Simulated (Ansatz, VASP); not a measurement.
## Cd5O2 in VASP and in Ansatz

```
Cd O
1.0
     3.35748    0.00000    0.00000
    -1.67874    2.90766    0.00000
     0.00000    0.00000   12.75651
Cd O
5 2
Direct
  0.00000 0.00000 0.00000
  0.33333 0.66667 0.21985
  0.66667 0.33333 0.78015
  0.66667 0.33333 0.40707
  0.33333 0.66667 0.59293
  0.33333 0.66667 0.89096
  0.66667 0.33333 0.10904
```

Alike in both runs: functional PBE; k mesh 12 × 12 × 4; occupations gaussian, width 0.1 eV; no spin polarisation.

Ansatz relaxed the structure, and its values are those at the end. VASP's run is a single point on that final structure, the one shown.

```csv
,VASP,Ansatz
version,VASP 6.6.1,Ansatz 0.2.0
potentials or method,"VASP PAW PBE potentials, release 64 (Cd, O), cutoff 520 eV","scalar-relativistic, plane waves, PAW"
valence electrons in the cell,72,112
```

|  | VASP | Ansatz | Ansatz less VASP |
| --- | --- | --- | --- |
| gap on the k mesh at the Fermi level (eV) | none | none | - |
| pressure (GPa) | 0.6 | 0.0 | -0.63 |
| rms of the force components (eV/Å) | 0.017 | 0.000 | -0.0165 |

A gap of «none» marks a metal or a gap that the smearing closes. The functional is the same, so the differences come from potentials, cutoffs and numerics. VASP's potentials hold 72 valence electrons a cell and Ansatz's 112, so a difference there can come from the potentials and not from the codes.
